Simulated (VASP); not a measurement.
**Os: single point with PBEsol+D4+U**

Crystal: Os.

```
Os
1.0
     0.00000    1.91871    1.91871
     1.91871    0.00000    1.91871
     1.91871    1.91871    0.00000
Os
1
Direct
  0.00000 0.00000 0.00000
```

This cell differs from its parent crystal: volume scaled by 0.96.

- Program: VASP 6.6.1
- Task: single point
- Functional: PBEsol
- Dispersion: D4
- Potentials or basis: VASP PAW PBE potentials, release 64 (Os)
- Cutoff: 520 eV
- k mesh: 12 × 12 × 12
- Occupations: gaussian, width 0.1 eV
- Spin: non-collinear spin, zero start, spin-orbit coupling
- Starting moments: [[0.0, 0.0, 0.0]] μB
- Hubbard terms: Os d U = 2.0 eV

```json
{"Pressure": "-13.1 GPa", "Net moment": "0.00 μB per cell", "Valence electrons inside the program's atomic spheres": "Os 7.54", "Dispersion energy per atom": "-0.404 eV"}
```

Moments on the atoms (μB; x, y, z):
```
Os  0.00 0.00 0.00
```

Run time: 41 s on 1 thread of Oxide Virtual Turin-like Processor, with other jobs on the host, peak memory 0.15 GiB.

Caveat: the PAW data sets were made with another functional, which shifts forces and pressure a little; the U is typed as a test and isn't derived for this compound. The state reached can hang on the start; a lower one may exist.
